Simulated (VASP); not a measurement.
# Al3B2W (P4/mmm) in VASP: single point with PBE

Aim: the single point of Al3B2W with PBE.

Program: VASP 6.6.1. These are calculated values, not measurements. Logs are shortened: lines on timing, memory, paths and dates and some standing lists are left out, and cuts for length are marked.

### Step 1. The cell of the first run

The structure is tetragonal, space group P4/mmm (No. 123). The conventional cell has a = 3.899 Å, b = 3.899 Å, c = 5.660 Å, α = 90.00°, β = 90.00°, γ = 90.00°. Within 2.8 Å of Al (site symmetry mmm) lie 4 B at 2.12 Å and 4 Al at 2.76 Å. Al (site symmetry 4/mmm) has 2 B at 2.01 Å within 2.7 Å. Within 2.2 Å of B (site symmetry 4mm) lie 1 B at 1.65 Å and 5 Al at 2.01 to 2.12 Å. Within 3.6 Å of W (site symmetry 4/mmm) lie 12 Al at 2.76 to 3.44 Å and 8 B at 3.41 Å.

### Step 2. Single point, PBE

INCAR

```
SYSTEM = Al3B2W
  PREC = Accurate
  ENCUT = 500
  EDIFF = 1E-6
  ISMEAR = 0
  SIGMA = 0.2
  LREAL = .FALSE.
  LASPH = .TRUE.
  NELM = 120
  ALGO = Normal
  ISIF = 2
  LWAVE = .FALSE.
  LCHARG = .FALSE.
  GGA = PE
  NBANDS = 24
  GGA_COMPAT = .FALSE.
```

KPOINTS

```
regular mesh
0
G
  4 4 3
  0 0 0
```

POSCAR

```
Al3B2W
1.0
    3.8985086891      0.0000000000      0.0000000000
    0.0000000000      3.8985086891      0.0000000000
    0.0000000000      0.0000000000      5.6596314896
Al B W
3 2 1
Direct
    0.0000000000      0.5000000000      0.0000000000
    0.5000000000      0.0000000000      0.0000000000
    0.5000000000      0.5000000000      0.5000000000
    0.5000000000      0.5000000000      0.1454927124
    0.5000000000      0.5000000000      0.8545072876
    0.0000000000      0.0000000000      0.5000000000
```

Potentials or basis: VASP PAW PBE potentials, release 64 (Al, B, W_sv).

Started as:

```sh
> cat potpaw_PBE.64/Al/POTCAR potpaw_PBE.64/B/POTCAR potpaw_PBE.64/W_sv/POTCAR > POTCAR
> mpirun -np 1 vasp_std > vasp.out
```

OUTCAR:

```text
SYSTEM = Al3B2W
   PREC = Accurate
   ENCUT = 500
   EDIFF = 1E-6
   ISMEAR = 0
   LREAL = .FALSE.
   LASPH = .TRUE.
   NELM = 120
   ISIF = 2
   GGA = PE

 ion  position               nearest neighbor table
   1  0.000  0.500  0.000-   4 2.12   5 2.12   4 2.12   5 2.12   2 2.76   2 2.76   2 2.76   2 2.76

   2  0.500  0.000  0.000-   4 2.12   5 2.12   4 2.12   5 2.12   1 2.76   1 2.76   1 2.76   1 2.76

   3  0.500  0.500  0.500-   4 2.01   5 2.01   6 2.76   6 2.76   6 2.76   6 2.76
   4  0.500  0.500  0.145-   5 1.65   3 2.01   1 2.12   2 2.12   2 2.12   1 2.12
   5  0.500  0.500  0.855-   4 1.65   3 2.01   1 2.12   2 2.12   2 2.12   1 2.12
   6  0.000  0.000  0.500-   3 2.76   3 2.76   3 2.76   3 2.76

  LATTYP: Found a simple tetragonal cell.
 ALAT       =     3.8985086891
 C/A-ratio  =     1.4517426896

  Lattice vectors:

 A1 = (   3.8985086891,   0.0000000000,   0.0000000000)
 A2 = (   0.0000000000,   3.8985086891,   0.0000000000)
 A3 = (   0.0000000000,   0.0000000000,   5.6596314896)

Analysis of symmetry for initial positions (statically):
=====================================================================
 Subroutine PRICEL returns:
 Original cell was already a primitive cell.

 Routine SETGRP: Setting up the symmetry group for a
 simple tetragonal supercell.

 Subroutine GETGRP returns: Found 16 space group operations
 (whereof 16 operations were pure point group operations)
 out of a pool of 16 trial point group operations.

The static configuration has the point symmetry D_4h.

Analysis of symmetry for dynamics (positions and initial velocities):
=====================================================================
 Subroutine PRICEL returns:
 Original cell was already a primitive cell.

 Routine SETGRP: Setting up the symmetry group for a
 simple tetragonal supercell.

 Subroutine GETGRP returns: Found 16 space group operations
 (whereof 16 operations were pure point group operations)
 out of a pool of 16 trial point group operations.

The dynamic configuration has the point symmetry D_4h.

 Subroutine INISYM returns: Found 16 space group operations
 (whereof 16 operations are pure point group operations),
 and found     1 'primitive' translations

----------------------------------------------------------------------------------------

                                     Primitive cell

  volume of cell :      86.0172

  direct lattice vectors                    reciprocal lattice vectors
     3.898508689  0.000000000  0.000000000     0.256508342  0.000000000  0.000000000
     0.000000000  3.898508689  0.000000000     0.000000000  0.256508342  0.000000000
     0.000000000  0.000000000  5.659631490     0.000000000  0.000000000  0.176689949

  length of vectors
     3.898508689  3.898508689  5.659631490     0.256508342  0.256508342  0.176689949

  position of ions in fractional coordinates (direct lattice)
     0.000000000  0.500000000  0.000000000
     0.500000000  0.000000000  0.000000000
     0.500000000  0.500000000  0.500000000
     0.500000000  0.500000000  0.145492712
     0.500000000  0.500000000  0.854507288
     0.000000000  0.000000000  0.500000000

  ion indices of the primitive-cell ions
   primitive index   ion index
                 1           1
                 2           2
                 3           3
                 4           4
                 5           5
                 6           6

----------------------------------------------------------------------------------------

 KPOINTS: regular mesh

Automatic generation of k-mesh.
 Grid dimensions read from file:
 generate k-points for:    4    4    3

 Generating k-lattice:

  Cartesian coordinates                     Fractional coordinates (reciprocal lattice)
     0.064127085  0.000000000  0.000000000     0.250000000  0.000000000  0.000000000
     0.000000000  0.064127085  0.000000000     0.000000000  0.250000000  0.000000000
     0.000000000  0.000000000  0.058896650     0.000000000  0.000000000  0.333333333

  Length of vectors
     0.064127085  0.064127085  0.058896650

  Shift w.r.t. Gamma in fractional coordinates (k-lattice)
     0.000000000  0.000000000  0.000000000

 Subroutine IBZKPT returns following result:
 ===========================================

 Found     12 irreducible k-points:

 Following reciprocal coordinates:
            Coordinates               Weight
  0.000000  0.000000  0.000000      1.000000
  0.250000  0.000000  0.000000      4.000000
  0.500000  0.000000  0.000000      2.000000
  0.250000  0.250000  0.000000      4.000000
  0.500000  0.250000  0.000000      4.000000
  0.500000  0.500000  0.000000      1.000000
  0.000000  0.000000  0.333333      2.000000
  0.250000  0.000000  0.333333      8.000000
  0.500000  0.000000  0.333333      4.000000
  0.250000  0.250000  0.333333      8.000000
  0.500000  0.250000  0.333333      8.000000
  0.500000  0.500000  0.333333      2.000000
   k-points           NKPTS =     12   k-points in BZ     NKDIM =     12   number of bands    NBANDS=     24
   number of dos      NEDOS =    301   number of ions     NIONS =      6
   total plane-waves  NPLWV =  32928
   dimension x,y,z NGX =    28 NGY =   28 NGZ =   42
   dimension x,y,z NGXF=    56 NGYF=   56 NGZF=   84
   ions per type =               3   2   1
   NGX,Y,Z   is equivalent  to a cutoff of  11.94, 11.94, 12.34 a.u.
   NGXF,Y,Z  is equivalent  to a cutoff of  23.88, 23.88, 24.67 a.u.
 SYSTEM =  Al3B2W
   PREC   = accura    normal or accurate (medium, high low for compatibility)
   ISTART =      0    job   : 0-new  1-cont  2-samecut
   ICHARG =      2    charge: 1-file 2-atom 10-const
   ISPIN  =      1    spin polarized calculation?
   LNONCOLLINEAR =      F non collinear calculations
   LSORBIT =      F    spin-orbit coupling
   LASPH  =      T    aspherical Exc in radial PAW
   ENCUT  =  500.0 eV  36.75 Ry    6.06 a.u.   7.11  7.11 10.32*2*pi/ulx,y,z
   NELM   =    120;   NELMIN=  2; NELMDL= -5     # of ELM steps
   EDIFF  = 0.1E-05   stopping-criterion for ELM
   LREAL  =      F    real-space projection
   EDIFFG = 0.1E-04   stopping-criterion for IOM
   NSW    =      0    number of steps for IOM
   IBRION =     -1    ionic relax: 0-MD 1-quasi-New 2-CG
   NFREE  =      0    steps in history (QN), initial steepest desc. (CG)
   ISIF   =      2    stress and relaxation
   ISYM   =      2    0-nonsym 1-usesym 2-fastsym
   POTIM  = 0.5000    time-step for ionic-motion
   TEBEG  =    0.0;   TEEND  =   0.0 temperature during run
   PSTRESS=    0.0 pullay stress
   NELECT =      29.0000    total number of electrons
   NUPDOWN=      -1.0000    fix difference up-down
   EMIN   =  10.00;   EMAX   =-10.00  energy-range for DOS
   EFERMI =   0.00;   METHOD = LEGACY
   ISMEAR =     0;   SIGMA  =   0.20  broadening in eV -4-tet -1-fermi 0-gaus
   EFERMI_NEDOS =   21; number of points for ismear=-14 and -15
   IALGO  =     38    algorithm
   IMIX   =      4    mixing-type and parameters
     AMIX     =   0.40;   BMIX     =  1.00
     AMIX_MAG =   1.60;   BMIX_MAG =  1.00
  volume/ion in A,a.u.               =      14.34        96.75
  Fermi-wavevector in a.u.,A,eV,Ry     =   1.139408  2.153168 17.663759  1.298250
  Thomas-Fermi vector in A             =   2.276111
   LORBIT       =      0    0 simple, 1 ext, 2 COOP (PROOUT), +10 PAW based schemes
   GGA     = PE    functional components
   LHFCALC =     F    Hartree Fock is set to
   AEXX    =    0.0000 exact exchange contribution
   IVDW    =     0    specifies the selected vdW correction
   LEPSILON=     F    determine dielectric tensor
   LRPA    =     F    only Hartree local field effects (RPA)
 non-spin polarized calculation
 Gauss-broadening in eV      SIGMA  =   0.20
  energy-cutoff  :      500.00
  volume of cell :       86.02
 maximum number of plane-waves:      2212
   NGX = 15   NGY = 15   NGZ = 21

 number of electron      28.9999999 magnetization

 Free energy of the ion-electron system (eV)
  ---------------------------------------------------
  ext. energy  EPLUGINS =         0.00000000
  ---------------------------------------------------
  free energy    TOTEN  =       -31.08725228 eV

  energy without entropy =      -31.01443105  energy(sigma->0) =      -31.05084166

 E-fermi :   7.3090     XC(G=0): -10.7901

 val. band max:        7.1758575353   @ k =   0.2500   0.2500   0.3333
 cond. band min:       7.3366934730   @ k =   0.5000   0.0000   0.3333
 fundamental gap:      0.1608359377
 Fermi energy:         7.3089701246

 k-point     1 :       0.0000    0.0000    0.0000
  band No.  band energies     occupation
      1     -66.8558      2.00000
      2     -31.1449      2.00000
      3     -30.9253      2.00000
      4     -30.9253      2.00000
      5      -5.8359      2.00000
      6      -0.2342      2.00000
[... 16 lines left out ...]
     23      11.5613      0.00000
     24      13.2183      0.00000

 k-point     2 :       0.2500    0.0000    0.0000
  band No.  band energies     occupation
      1     -66.8556      2.00000
      2     -31.1442      2.00000
      3     -30.9357      2.00000
      4     -30.9246      2.00000
      5      -5.4656      2.00000
      6      -0.1270      2.00000
[... 16 lines left out ...]
     23      12.3086      0.00000
     24      12.3453      0.00000

 k-point     3 :       0.5000    0.0000    0.0000
  band No.  band energies     occupation
      1     -66.8555      2.00000
      2     -31.1434      2.00000
      3     -30.9460      2.00000
      4     -30.9239      2.00000
      5      -4.9534      2.00000
      6      -1.2457      2.00000
[... 16 lines left out ...]
     23      14.0756      0.00000
     24      15.4782      0.00000
[... 190 lines left out ...]
 k-point    11 :       0.5000    0.2500    0.3333
  band No.  band energies     occupation
      1     -66.8553      2.00000
      2     -31.1427      2.00000
      3     -30.9447      2.00000
      4     -30.9337      2.00000
      5      -4.5980      2.00000
      6      -0.5957      2.00000
[... 16 lines left out ...]
     23      12.6780      0.00000
     24      13.7628      0.00000

 k-point    12 :       0.5000    0.5000    0.3333
  band No.  band energies     occupation
      1     -66.8552      2.00000
      2     -31.1419      2.00000
      3     -30.9435      2.00000
      4     -30.9435      2.00000
      5      -4.1955      2.00000
      6      -0.0394      2.00000
[... 16 lines left out ...]
     23      13.9668      0.00000
     24      13.9668      0.00000

------------------------ aborting loop because EDIFF is reached ----------------------------------------

  FORCE on cell =-STRESS in cart. coord.  units (eV):
  Direction    XX          YY          ZZ          XY          YZ          ZX
  --------------------------------------------------------------------------------------
  -------------------------------------------------------------------------------------
  Total       -0.0696041     -0.0696041     -0.1190871      0.0000000     -0.0000000     -0.0000000
  in kB       -1.2964631     -1.2964631     -2.2181458      0.0000000     -0.0000000     -0.0000000
  external PRESSURE =      -1.6036907 kB  Pullay stress =       0.0000000 kB

 VOLUME and BASIS-vectors are now :
 -----------------------------------------------------------------------------
  energy-cutoff  :      500.00
  volume of cell :       86.02
      direct lattice vectors                 reciprocal lattice vectors
     3.898508689  0.000000000  0.000000000     0.256508342  0.000000000  0.000000000
     0.000000000  3.898508689  0.000000000     0.000000000  0.256508342  0.000000000
     0.000000000  0.000000000  5.659631490     0.000000000  0.000000000  0.176689949

 POSITION                                       TOTAL-FORCE (eV/Angst)
 -----------------------------------------------------------------------------------
      0.00000      1.94925      0.00000         0.000000     -0.000000      0.000000
      1.94925      0.00000      0.00000         0.000000     -0.000000      0.000000
      1.94925      1.94925      2.82982         0.000000     -0.000000      0.000000
      1.94925      1.94925      0.82344         0.000000      0.000000      0.003995
      1.94925      1.94925      4.83620         0.000000     -0.000000     -0.003995
      0.00000      0.00000      2.82982         0.000000     -0.000000      0.000000
 -----------------------------------------------------------------------------------
    total drift:                               -0.000000     -0.000000      0.000000

  FREE ENERGIE OF THE ION-ELECTRON SYSTEM (eV)
  ---------------------------------------------------
  free  energy   TOTEN  =       -31.0872522845 eV

  energy  without entropy=      -31.0144310451  energy(sigma->0) =      -31.05084166
```

Wall time 9.8 s (1 thread of Intel Xeon 6975P-C (Granite Rapids), shared host); peak memory 0.18 GiB.

Results:

| Property | Result |
| --- | --- |
| Free energy | -31.0873 eV |
| Pressure | -0.2 GPa |
| Largest force | 0.004 eV/Å |

Forces in eV/Å, atoms in the order of the input:
```
Al   0.000  0.000  0.000
Al   0.000  0.000  0.000
Al   0.000  0.000  0.000
B    0.000  0.000  0.004
B    0.000  0.000 -0.004
W    0.000  0.000  0.000
```

Caveat: the k points lie up to 0.40 Å⁻¹ apart; spin-orbit coupling is left out, which moves the levels of the heavy elements.
